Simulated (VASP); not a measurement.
Input of a VASP 6.6.1 run:

File INCAR:

```
SYSTEM = Se
ALGO = Normal ; EDIFF = 1E-6
ENCUT = 520 ; GGA = PE
ISIF = 2 ; ISMEAR = 0
IVDW = 12 ; LASPH = .True.
LCHARG = .False. ; LREAL = .False.
LWAVE = .False. ; NBANDS = 9
NELM = 100 ; PREC = Accurate
SIGMA = 0.15
```

Contents of KPOINTS:

```
k-points
0
Gamma
  20 20 20
  0 0 0
```

The input POSCAR:

```
Se
1.0
   -1.7034486149      1.5756899688      1.7034486149
    1.7034486149     -1.5756899688      1.7034486149
    1.7034486149      1.5756899688     -1.7034486149
Se
1
Direct
    0.0000000000      0.0000000000      0.0000000000
```

Potentials or basis: VASP PAW PBE potentials, release 64 (Se).

Launch:

```bash
$ cat potpaw_PBE.64/Se/POTCAR > POTCAR
$ mpirun -np 1 vasp_std > vasp.out
```

What does it give for the pressure?

5.9 GPa.

Predict the dispersion energy per atom.

-0.475 eV.

Predict the band gap on the k mesh.

zero (bands 3 and 4 overlap by 7.54 eV).

Stress tensor (GPa, compression positive):
```
 3.83  0.00  0.00
 0.00 10.10  0.00
 0.00  0.00  3.83
```

Caveat: the cell differs from its parent crystal (strain -0.0750 x Voigt [0, 1, 0, 0, 0, 0]); the cell stands under pressure.
